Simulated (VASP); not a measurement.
A run of VASP 6.6.1 is set up as follows.

File INCAR:

```
  PREC = Accurate
  ENCUT = 520
  EDIFF = 1E-6
  ISMEAR = -1
  SIGMA = 0.05
  LREAL = Auto
  LASPH = T
  NELM = 150
  ALGO = Normal
  ISIF = 2
  LWAVE = F
  LCHARG = F
  ISPIN = 2
  MAGMOM = 0 0 0 0 0 0 0 0 0 0 0 0 0 0 0 0 1
  LORBIT = 11
  GGA = PS
  NBANDS = 53
```

The input KPOINTS:

```
regular mesh
0
Gamma
  2 2 2
```

Contents of POSCAR:

```
Mg8O9
1.0
    0.0000000000      4.1948000000      4.1948000000
    4.1948000000      0.0000000000      4.1948000000
    4.1948000000      4.1948000000      0.0000000000
Mg O
8 9
Direct
    0.0009282748     -0.0163619100      0.0141229503
    0.0289415236     -0.0045106146      0.4911060534
    0.0288790053      0.4606397398      0.0259931802
   -0.0065137329      0.4910987285      0.5216185946
    0.5195421800     -0.0348767596     -0.0044758841
    0.4840484519     -0.0046033858      0.4911898550
    0.4840967785      0.4606894887      0.0259924273
    0.5120607239      0.4724523009      0.5030442185
    0.2565252494      0.2280911553      0.2585551503
    0.2565172599      0.2280463205      0.7585837132
    0.2565124208      0.7280913580      0.2585624424
    0.2565000945      0.7280385536      0.7585907762
    0.7564966171      0.2281463545      0.2585038846
    0.7565172451      0.2281062393      0.7585410752
    0.7564876099      0.7280806903      0.2585924476
    0.7563192346      0.8472584411      0.6397356202
    0.7566267635      0.6091268992      0.8772672952
```

Potentials or basis: VASP PAW PBE potentials, release 64 (Mg, O).

The run is started by

```console
$ cat potpaw_PBE.64/Mg/POTCAR potpaw_PBE.64/O/POTCAR > POTCAR
$ mpirun -np 1 vasp_std > vasp.out
```

Problem. Estimate the pressure.

Solution. 17.8 GPa.

Problem. Estimate the largest force.

Solution. 0.311 eV/Å.

Problem. What does it give for the net moment?

Solution. 0.00 μB per cell.

Problem. What does it give for the band gap on the k mesh?

Solution. 3.89 eV.

Forces in eV/Å, atoms in the order of the input:
```
Mg   0.008  0.000  0.002
Mg   0.002 -0.003 -0.019
Mg   0.003 -0.021 -0.001
Mg   0.031 -0.001  0.000
Mg  -0.031 -0.001 -0.001
Mg   0.003  0.019  0.008
Mg   0.001  0.003  0.021
Mg  -0.004 -0.001  0.002
O   -0.002  0.000 -0.003
O    0.000 -0.001 -0.002
O   -0.001  0.001 -0.002
O   -0.001 -0.001 -0.001
O   -0.003  0.002 -0.003
O   -0.002  0.002 -0.002
O   -0.002  0.001 -0.001
O   -0.003 -0.219  0.221
O    0.001  0.220 -0.218
```

Caveat: the k points lie up to 0.65 Å⁻¹ apart; the PAW data sets were made with another functional, which shifts forces and pressure a little.
